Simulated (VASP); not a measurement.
# FePt (P4/mmm) in VASP: single point with PBE+U

Aim: the single point of FePt with PBE+U.

Everything below comes from runs of VASP 6.6.1. Logs are shortened: lines on timing, memory, paths and dates and some standing lists are left out, and cuts for length are marked.

### 1 The cell of the first run

It takes space group P4/mmm (No. 123, tetragonal). Conventional cell: a = 2.734 Å, b = 2.734 Å, c = 3.753 Å, α = 90.00°, β = 90.00°, γ = 90.00°. Within 3.6 Å of Fe (site symmetry 4/mmm) lie 8 Pt at 2.69 Å and 4 Fe at 2.73 Å. Within 3.6 Å of Pt (site symmetry 4/mmm) lie 8 Fe at 2.69 Å and 4 Pt at 2.73 Å.

### 2 Single point, PBE+U, collinear spin, ferromagnetic start

File INCAR:

```
PREC = Accurate ; ENCUT = 600
EDIFF = 1E-6 ; ISMEAR = 0
SIGMA = 0.05 ; LREAL = F
LASPH = T ; NELM = 200
ALGO = Normal ; ISIF = 2
LWAVE = F ; LCHARG = F
ISPIN = 2 ; MAGMOM = 2.5 0
LORBIT = 11 ; LMAXMIX = 4
LDAU = T ; LDAUTYPE = 2
LDAUL = 2 -1 ; LDAUU = 3 0
LDAUJ = 0 0 ; LDAUPRINT = 1
GGA = PE ; NBANDS = 20
GGA_COMPAT = F
```

File KPOINTS:

```
Automatic mesh
0
Gamma
  12 12 10
```

File POSCAR:

```
FePt
1.0
    2.7341813276      0.0000000000      0.0000000000
    0.0000000000      2.7341813276      0.0000000000
    0.0000000000      0.0000000000      3.7532883631
Fe Pt
1 1
Direct
    0.5000000000      0.5000000000      0.5000000000
    0.0000000000      0.0000000000      0.0000000000
```

Potentials or basis: VASP PAW PBE potentials, release 64 (Fe, Pt).

The run is started by

```console
$ cat potpaw_PBE.64/Fe/POTCAR potpaw_PBE.64/Pt/POTCAR > POTCAR
$ mpirun -np 1 vasp_std > vasp.out
```

OUTCAR:

```text
PREC = Accurate
   ENCUT = 600
   EDIFF = 1E-6
   ISMEAR = 0
   LREAL = F
   LASPH = T
   NELM = 200
   ISIF = 2
   ISPIN = 2
   LORBIT = 11
   GGA = PE

 ion  position               nearest neighbor table
   1  0.500  0.500  0.500-   2 2.69   2 2.69   2 2.69   2 2.69   2 2.69   2 2.69   2 2.69   2 2.69

   2  0.000  0.000  0.000-   1 2.69   1 2.69   1 2.69   1 2.69   1 2.69   1 2.69   1 2.69   1 2.69

  LATTYP: Found a simple tetragonal cell.
 ALAT       =     2.7341813276
 C/A-ratio  =     1.3727284014

  Lattice vectors:

 A1 = (   2.7341813276,   0.0000000000,   0.0000000000)
 A2 = (   0.0000000000,   2.7341813276,   0.0000000000)
 A3 = (   0.0000000000,   0.0000000000,   3.7532883631)

Analysis of symmetry for initial positions (statically):
=====================================================================
 Subroutine PRICEL returns:
 Original cell was already a primitive cell.

 Routine SETGRP: Setting up the symmetry group for a
 simple tetragonal supercell.

 Subroutine GETGRP returns: Found 16 space group operations
 (whereof 16 operations were pure point group operations)
 out of a pool of 16 trial point group operations.

The static configuration has the point symmetry D_4h.

Analysis of symmetry for dynamics (positions and initial velocities):
=====================================================================
 Subroutine PRICEL returns:
 Original cell was already a primitive cell.

 Routine SETGRP: Setting up the symmetry group for a
 simple tetragonal supercell.

 Subroutine GETGRP returns: Found 16 space group operations
 (whereof 16 operations were pure point group operations)
 out of a pool of 16 trial point group operations.

The dynamic configuration has the point symmetry D_4h.

Analysis of structural, dynamic, and magnetic symmetry:
=====================================================================
 Subroutine PRICEL returns:
 Original cell was already a primitive cell.

 Routine SETGRP: Setting up the symmetry group for a
[... 168 lines left out ...]

 occupancies and eigenvectors

  o =  0.1252  v =  0.0000  0.0000  0.0000  0.0000  0.0000 -0.0000  0.0000 -1.0000 -0.0000  0.0000      0.0000  0.0000  0.0000  0.0000  0.0000  0.0000  0.0000  0.0000  0.0000  0.0000
  o =  0.1422  v =  0.0000  0.0000  0.0000  0.0000  0.0000  1.0000 -0.0000 -0.0000  0.0000 -0.0000      0.0000  0.0000  0.0000  0.0000  0.0000  0.0000  0.0000  0.0000  0.0000  0.0000
  o =  0.2543  v =  0.0000  0.0000  0.0000  0.0000  0.0000  0.0000 -0.0051  0.0000 -1.0000  0.0000      0.0000  0.0000  0.0000  0.0000  0.0000  0.0000  0.0000  0.0000  0.0000  0.0000
  o =  0.2543  v =  0.0000  0.0000  0.0000  0.0000  0.0000 -0.0000 -1.0000 -0.0000  0.0051 -0.0000      0.0000  0.0000  0.0000  0.0000  0.0000  0.0000  0.0000  0.0000  0.0000  0.0000
  o =  0.5853  v =  0.0000  0.0000  0.0000  0.0000  0.0000  0.0000 -0.0000  0.0000  0.0000  1.0000      0.0000  0.0000  0.0000  0.0000  0.0000  0.0000  0.0000  0.0000  0.0000  0.0000
  o =  0.9420  v =  0.0000 -0.9998 -0.0000  0.0198 -0.0000  0.0000  0.0000  0.0000  0.0000  0.0000      0.0000  0.0000  0.0000  0.0000  0.0000  0.0000  0.0000  0.0000  0.0000  0.0000
  o =  0.9420  v =  0.0000 -0.0198  0.0000 -0.9998 -0.0000  0.0000  0.0000  0.0000  0.0000  0.0000      0.0000  0.0000  0.0000  0.0000  0.0000  0.0000  0.0000  0.0000  0.0000  0.0000
  o =  0.9443  v =  1.0000  0.0000  0.0000  0.0000  0.0000  0.0000  0.0000  0.0000  0.0000  0.0000      0.0000  0.0000  0.0000  0.0000  0.0000  0.0000  0.0000  0.0000  0.0000  0.0000
  o =  0.9446  v =  0.0000  0.0000  0.0000 -0.0000 -1.0000  0.0000  0.0000  0.0000  0.0000  0.0000      0.0000  0.0000  0.0000  0.0000  0.0000  0.0000  0.0000  0.0000  0.0000  0.0000
  o =  0.9568  v =  0.0000  0.0000 -1.0000 -0.0000 -0.0000  0.0000  0.0000  0.0000  0.0000  0.0000      0.0000  0.0000  0.0000  0.0000  0.0000  0.0000  0.0000  0.0000  0.0000  0.0000

 number of electron      17.9999998 magnetization       3.5780240

 Free energy of the ion-electron system (eV)
  ---------------------------------------------------
  ext. energy  EPLUGINS =         0.00000000
  ---------------------------------------------------
  free energy    TOTEN  =       -12.87250352 eV

  energy without entropy =      -12.87066056  energy(sigma->0) =      -12.87158204

 E-fermi :   8.6142     XC(G=0): -12.9432

 val. band max:        8.6047687578   @ k =   0.3333   0.2500   0.1000
 cond. band min:       8.6165880255   @ k =   0.4167   0.1667   0.2000
 fundamental gap:      0.0118192677
 Fermi energy:         8.6142332583

 spin component 1

 k-point     1 :       0.0000    0.0000    0.0000
  band No.  band energies     occupation
      1      -0.9677      1.00000
      2       1.6591      1.00000
      3       2.2564      1.00000
      4       3.8921      1.00000
      5       3.8921      1.00000
      6       4.5973      1.00000
[... 1097 lines left out ...]
     19      29.4833      0.00000
     20      29.7893      0.00000

 [... further k-points ...]
[... 5 lines left out ...]
  --------------------------------------------------------------------------------------
  -------------------------------------------------------------------------------------
  Total        1.0364214      1.0364214      1.0389687      0.0000000     -0.0000000      0.0000000
  in kB       59.1807406     59.1807406     59.3261929      0.0000000     -0.0000000      0.0000000
  external PRESSURE =      59.2292247 kB  Pullay stress =       0.0000000 kB

 VOLUME and BASIS-vectors are now :
 -----------------------------------------------------------------------------
  energy-cutoff  :      600.00
  volume of cell :       28.06
      direct lattice vectors                 reciprocal lattice vectors
     2.734181328  0.000000000  0.000000000     0.365740191  0.000000000  0.000000000
     0.000000000  2.734181328  0.000000000     0.000000000  0.365740191  0.000000000
     0.000000000  0.000000000  3.753288363     0.000000000  0.000000000  0.266433032

 POSITION                                       TOTAL-FORCE (eV/Angst)
 -----------------------------------------------------------------------------------
      1.36709      1.36709      1.87664         0.000000      0.000000      0.000000
      0.00000      0.00000      0.00000         0.000000      0.000000      0.000000
 -----------------------------------------------------------------------------------
    total drift:                                0.000000      0.000000     -0.000000

  FREE ENERGIE OF THE ION-ELECTRON SYSTEM (eV)
  ---------------------------------------------------
  free  energy   TOTEN  =       -12.8725035188 eV

  energy  without entropy=      -12.8706605590  energy(sigma->0) =      -12.87158204

 total charge

# of ion       s       p       d       tot
------------------------------------------
    1        0.414   0.453   6.069   6.936
    2        0.716   0.643   8.090   9.448
--------------------------------------------------
tot          1.130   1.096  14.159  16.385

 magnetization (x)

# of ion       s       p       d       tot
------------------------------------------
    1        0.011  -0.011   3.367   3.367
    2       -0.029  -0.072   0.341   0.241
--------------------------------------------------
tot         -0.017  -0.083   3.708   3.608
```

Run time: 5.6 min. Hardware: 1 thread of Intel Xeon 8259CL, shared host; peak memory 0.31 GiB.

What came out:

```yaml
Free_energy: -12.8725 eV
Pressure: 5.9 GPa
Net_moment: 3.58 μB per cell
Site_moments: Fe +3.37; Pt +0.24 μB
Valence_electrons_inside_the_program's_atomic_spheres: Fe 6.94; Pt 9.45
```

Eigenvalues of the final occupation matrices:
```tsv
site	spin	trace	eigenvalues
site 1 d	1	4.73	0.94 0.94 0.94 0.94 0.96
site 1 d	2	1.36	0.13 0.14 0.25 0.25 0.59
```

Caveat: the cell stands under pressure; spin-orbit coupling is left out, which moves the levels of the heavy elements; the U is typed as a test and isn't derived for this compound.
